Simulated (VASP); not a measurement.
# SiC (I-4m2) in VASP: notebook

The runs below take SiC through single point, with PBE.

Everything below comes from runs of VASP 6.6.1. Logs are shortened: lines on timing, memory, paths and dates and some standing lists are left out, and cuts for length are marked.

### Step 1. The cell of the first run

It takes space group I-4m2 (No. 119, tetragonal). The conventional cell has a = 2.982 Å, b = 2.982 Å, c = 4.478 Å, α = 90.00°, β = 90.00°, γ = 90.00°. Si (site symmetry -4m2) has 4 C at 1.86 Å within 2.5 Å. C (site symmetry -4m2) has 4 Si at 1.86 Å within 2.5 Å.

### Step 2. Single point, PBE (strain -0.030 along x and y, +0.030 along z)

Contents of INCAR:

```
SYSTEM = SiC
PREC = Accurate ; ENCUT = 520
EDIFF = 1E-6 ; ISMEAR = 0
SIGMA = 0.05 ; LREAL = .False.
LASPH = .True. ; NELM = 60
ALGO = Normal ; ISIF = 2
LWAVE = .False. ; LCHARG = .True.
GGA = PE ; LELF = .True.
LVHAR = .True. ; NBANDS = 11
```

Contents of KPOINTS:

```
regular mesh
0
Gamma
  12 12 12
  0 0 0
```

Contents of POSCAR:

```
SiC
1.0
    0.0000000000      2.1087800000      2.2392200000
    2.1087800000      0.0000000000      2.2392200000
    2.1087800000      2.1087800000      0.0000000000
Si C
1 1
Direct
    0.0000000000      0.0000000000      0.0000000000
    0.7500000000      0.7500000000      0.7500000000
```

Potentials or basis: VASP PAW PBE potentials, release 64 (Si, C).

The run is started by

```sh
cat potpaw_PBE.64/Si/POTCAR potpaw_PBE.64/C/POTCAR > POTCAR
mpirun -np 1 vasp_std > vasp.out
```

OUTCAR:

```text
SYSTEM = SiC
   PREC = Accurate
   ENCUT = 520
   EDIFF = 1E-6
   ISMEAR = 0
   LREAL = .False.
   LASPH = .True.
   NELM = 60
   ISIF = 2
   GGA = PE

 ion  position               nearest neighbor table
   1  0.000  0.000  0.000-   2 1.86   2 1.86   2 1.86   2 1.86
   2  0.750  0.750  0.750-   1 1.86   1 1.86   1 1.86   1 1.86

  LATTYP: Found a body centered tetragonal cell.
 ALAT       =     2.9822652761
 C/A-ratio  =     1.5016906899

  Lattice vectors:

 A1 = (  -2.1087800000,   0.0000000000,   2.2392200000)
 A2 = (   2.1087800000,   0.0000000000,   2.2392200000)
 A3 = (   0.0000000000,   2.1087800000,  -2.2392200000)

Analysis of symmetry for initial positions (statically):
=====================================================================
 Subroutine PRICEL returns:
 Original cell was already a primitive cell.

 Routine SETGRP: Setting up the symmetry group for a
 body centered tetragonal supercell.

 Subroutine GETGRP returns: Found  8 space group operations
 (whereof  8 operations were pure point group operations)
 out of a pool of 16 trial point group operations.

The static configuration has the point symmetry D_2d.

Analysis of symmetry for dynamics (positions and initial velocities):
=====================================================================
 Subroutine PRICEL returns:
 Original cell was already a primitive cell.

 Routine SETGRP: Setting up the symmetry group for a
 body centered tetragonal supercell.

 Subroutine GETGRP returns: Found  8 space group operations
 (whereof  8 operations were pure point group operations)
 out of a pool of 16 trial point group operations.

The dynamic configuration has the point symmetry D_2d.

 Subroutine INISYM returns: Found  8 space group operations
 (whereof  8 operations are pure point group operations),
 and found     1 'primitive' translations

----------------------------------------------------------------------------------------

                                     Primitive cell

  volume of cell :      19.9154

  direct lattice vectors                    reciprocal lattice vectors
     0.000000000  2.108780000  2.239220000    -0.237103918  0.237103918  0.223292039
     2.108780000  0.000000000  2.239220000     0.237103918 -0.237103918  0.223292039
     2.108780000  2.108780000  0.000000000     0.237103918  0.237103918 -0.223292039

  length of vectors
     3.075883499  3.075883499  2.982265276     0.402859616  0.402859616  0.402859616

  position of ions in fractional coordinates (direct lattice)
     0.000000000  0.000000000  0.000000000
     0.750000000  0.750000000  0.750000000

  ion indices of the primitive-cell ions
   primitive index   ion index
                 1           1
                 2           2

----------------------------------------------------------------------------------------

 KPOINTS: regular mesh

Automatic generation of k-mesh.
 Grid dimensions read from file:
 generate k-points for:   12   12   12

 Generating k-lattice:

  Cartesian coordinates                     Fractional coordinates (reciprocal lattice)
    -0.019758660  0.019758660  0.018607670     0.083333333  0.000000000  0.000000000
     0.019758660 -0.019758660  0.018607670     0.000000000  0.083333333  0.000000000
     0.019758660  0.019758660 -0.018607670     0.000000000  0.000000000  0.083333333

  Length of vectors
     0.033571635  0.033571635  0.033571635

  Shift w.r.t. Gamma in fractional coordinates (k-lattice)
     0.000000000  0.000000000  0.000000000

 Subroutine IBZKPT returns following result:
 ===========================================

 Found    163 irreducible k-points:

 Following reciprocal coordinates:
            Coordinates               Weight
  0.000000  0.000000  0.000000      1.000000
  0.083333  0.000000  0.000000      8.000000
  0.166667  0.000000  0.000000      8.000000
  0.250000  0.000000  0.000000      8.000000
  0.333333  0.000000  0.000000      8.000000
  0.416667  0.000000  0.000000      8.000000
[... 16 lines left out ...]
  0.500000  0.166667  0.000000      8.000000
 -0.416667  0.166667  0.000000      8.000000
 [... further k-points ...]
   k-points           NKPTS =    163   k-points in BZ     NKDIM =    163   number of bands    NBANDS=     11
   number of dos      NEDOS =    301   number of ions     NIONS =      2
   total plane-waves  NPLWV =  13824
   dimension x,y,z NGX =    24 NGY =   24 NGZ =   24
   dimension x,y,z NGXF=    48 NGYF=   48 NGZF=   48
   ions per type =               1   1
   NGX,Y,Z   is equivalent  to a cutoff of  12.97, 12.97, 13.38 a.u.
   NGXF,Y,Z  is equivalent  to a cutoff of  25.94, 25.94, 26.76 a.u.
 SYSTEM =  SiC
   PREC   = accura    normal or accurate (medium, high low for compatibility)
   ISTART =      0    job   : 0-new  1-cont  2-samecut
   ICHARG =      2    charge: 1-file 2-atom 10-const
   ISPIN  =      1    spin polarized calculation?
   LNONCOLLINEAR =      F non collinear calculations
   LSORBIT =      F    spin-orbit coupling
   LASPH  =      T    aspherical Exc in radial PAW
   ENCUT  =  520.0 eV  38.22 Ry    6.18 a.u.   5.72  5.72  5.55*2*pi/ulx,y,z
   NELM   =     60;   NELMIN=  2; NELMDL= -5     # of ELM steps
   EDIFF  = 0.1E-05   stopping-criterion for ELM
   LREAL  =      F    real-space projection
   EDIFFG = 0.1E-04   stopping-criterion for IOM
   NSW    =      0    number of steps for IOM
   IBRION =     -1    ionic relax: 0-MD 1-quasi-New 2-CG
   NFREE  =      0    steps in history (QN), initial steepest desc. (CG)
   ISIF   =      2    stress and relaxation
   ISYM   =      2    0-nonsym 1-usesym 2-fastsym
   POTIM  = 0.5000    time-step for ionic-motion
   TEBEG  =    0.0;   TEEND  =   0.0 temperature during run
   PSTRESS=    0.0 pullay stress
   NELECT =       8.0000    total number of electrons
   NUPDOWN=      -1.0000    fix difference up-down
   EMIN   =  10.00;   EMAX   =-10.00  energy-range for DOS
   EFERMI =   0.00;   METHOD = LEGACY
   ISMEAR =     0;   SIGMA  =   0.05  broadening in eV -4-tet -1-fermi 0-gaus
   EFERMI_NEDOS =   21; number of points for ismear=-14 and -15
   IALGO  =     38    algorithm
   IMIX   =      4    mixing-type and parameters
     AMIX     =   0.40;   BMIX     =  1.00
     AMIX_MAG =   1.60;   BMIX_MAG =  1.00
  volume/ion in A,a.u.               =       9.96        67.20
  Fermi-wavevector in a.u.,A,eV,Ry     =   1.207930  2.282656 19.852187  1.459095
  Thomas-Fermi vector in A             =   2.343553
   LORBIT       =      0    0 simple, 1 ext, 2 COOP (PROOUT), +10 PAW based schemes
   GGA     = PE    functional components
   LHFCALC =     F    Hartree Fock is set to
   AEXX    =    0.0000 exact exchange contribution
   IVDW    =     0    specifies the selected vdW correction
   LEPSILON=     F    determine dielectric tensor
   LRPA    =     F    only Hartree local field effects (RPA)
 non-spin polarized calculation
 Gauss-broadening in eV      SIGMA  =   0.05
  energy-cutoff  :      520.00
  volume of cell :       19.92
 maximum number of plane-waves:       549
   NGX = 11   NGY = 11   NGZ = 11

 number of electron       8.0000000 magnetization

 Free energy of the ion-electron system (eV)
  ---------------------------------------------------
  ext. energy  EPLUGINS =         0.00000000
  ---------------------------------------------------
  free energy    TOTEN  =       -14.97823814 eV

  energy without entropy =      -14.97823814  energy(sigma->0) =      -14.97823814

 E-fermi :   9.0145     XC(G=0): -11.5283

 val. band max:        8.7098297284   @ k =  -0.0833   0.0833   0.0000
 cond. band min:       9.7052496207   @ k =   0.5000   0.0000   0.5000
 fundamental gap:      0.9954198922
 Fermi energy:         9.0145340327

 k-point     1 :       0.0000    0.0000    0.0000
  band No.  band energies     occupation
      1      -7.1596      2.00000
      2       8.2539      2.00000
      3       8.7088      2.00000
      4       8.7088      2.00000
      5      15.2008      0.00000
      6      16.0951      0.00000
      7      16.0951      0.00000
      8      16.2239      0.00000
      9      22.2126      0.00000
     10      24.2370      0.00000
     11      24.6291      0.00000

 k-point     2 :       0.0833    0.0000    0.0000
  band No.  band energies     occupation
      1      -7.0193      2.00000
      2       7.7599      2.00000
      3       8.3571      2.00000
      4       8.6330      2.00000
      5      15.3941      0.00000
      6      16.1464      0.00000
      7      16.2882      0.00000
      8      16.5114      0.00000
      9      21.5800      0.00000
     10      23.3286      0.00000
     11      25.1840      0.00000

 k-point     3 :       0.1667    0.0000    0.0000
  band No.  band energies     occupation
      1      -6.6023      2.00000
      2       6.1519      2.00000
      3       8.0099      2.00000
      4       8.4459      2.00000
      5      15.1352      0.00000
      6      16.5393      0.00000
      7      16.7167      0.00000
      8      17.3321      0.00000
      9      21.1050      0.00000
     10      22.2660      0.00000
     11      24.7310      0.00000

 k-point     4 :       0.2500    0.0000    0.0000
  band No.  band energies     occupation
      1      -5.9232      2.00000
      2       4.1971      2.00000
      3       7.6597      2.00000
      4       8.2277      2.00000
      5      14.6801      0.00000
      6      16.5149      0.00000
      7      16.9678      0.00000
      8      18.2881      0.00000
      9      21.6616      0.00000
     10      22.0745      0.00000
     11      24.2676      0.00000
[... 239 lines left out ...]
 k-point    22 :       0.4167    0.1667    0.0000
  band No.  band energies     occupation
      1      -4.3458      2.00000
      2       2.0736      2.00000
      3       5.8165      2.00000
      4       7.0742      2.00000
      5      13.6593      0.00000
      6      16.5897      0.00000
      7      18.4877      0.00000
      8      18.6508      0.00000
      9      22.2725      0.00000
     10      26.0500      0.00000
     11      26.7175      0.00000

 k-point    23 :       0.5000    0.1667    0.0000
  band No.  band energies     occupation
      1      -3.3993      2.00000
      2       0.6743      2.00000
      3       5.2907      2.00000
      4       7.1884      2.00000
      5      13.8221      0.00000
      6      16.4015      0.00000
      7      18.0415      0.00000
      8      19.7293      0.00000
      9      23.0997      0.00000
     10      26.0711      0.00000
     11      26.8540      0.00000

 k-point    24 :      -0.4167    0.1667    0.0000
  band No.  band energies     occupation
      1      -3.0943      2.00000
      2       0.2888      2.00000
      3       4.9746      2.00000
      4       7.4482      2.00000
      5      14.2219      0.00000
      6      16.3041      0.00000
      7      17.6794      0.00000
      8      19.9032      0.00000
      9      24.1622      0.00000
     10      24.1750      0.00000
     11      26.7777      0.00000

 [... further k-points ...]

------------------------ aborting loop because EDIFF is reached ----------------------------------------

  FORCE on cell =-STRESS in cart. coord.  units (eV):
  Direction    XX          YY          ZZ          XY          YZ          ZX
  --------------------------------------------------------------------------------------
  -------------------------------------------------------------------------------------
  Total        2.2456680      2.2456680      0.0517285      0.0000000      0.0000000      0.0000000
  in kB      180.6620034    180.6620034      4.1615097      0.0000000      0.0000000      0.0000000
  external PRESSURE =     121.8285055 kB  Pullay stress =       0.0000000 kB

 VOLUME and BASIS-vectors are now :
 -----------------------------------------------------------------------------
  energy-cutoff  :      520.00
  volume of cell :       19.92
      direct lattice vectors                 reciprocal lattice vectors
     0.000000000  2.108780000  2.239220000    -0.237103918  0.237103918  0.223292039
     2.108780000  0.000000000  2.239220000     0.237103918 -0.237103918  0.223292039
     2.108780000  2.108780000  0.000000000     0.237103918  0.237103918 -0.223292039

 POSITION                                       TOTAL-FORCE (eV/Angst)
 -----------------------------------------------------------------------------------
      0.00000      0.00000      0.00000         0.000000      0.000000     -0.000000
      3.16317      3.16317      3.35883         0.000000      0.000000      0.000000
 -----------------------------------------------------------------------------------
    total drift:                                0.000000      0.000000     -0.000000

  FREE ENERGIE OF THE ION-ELECTRON SYSTEM (eV)
  ---------------------------------------------------
  free  energy   TOTEN  =       -14.9782381372 eV

  energy  without entropy=      -14.9782381372  energy(sigma->0) =      -14.97823814
```

It took 16 s on 1 thread of AMD EPYC 9R45 (Zen 5), shared host; peak memory 0.12 GiB.

Results:

- Free energy: -14.9782 eV
- Pressure: 12.2 GPa
- Band gap on the k mesh: 1.00 eV, indirect (least direct gap 4.52 eV)

Stress tensor (GPa, compression positive):
```
18.07  0.00  0.00
 0.00 18.07  0.00
 0.00  0.00  0.42
```

Caveat: the cell differs from its parent crystal (strain -0.030 along x and y, +0.030 along z). A k mesh can miss the band edges.

(Part 1 of 2 ends here.)
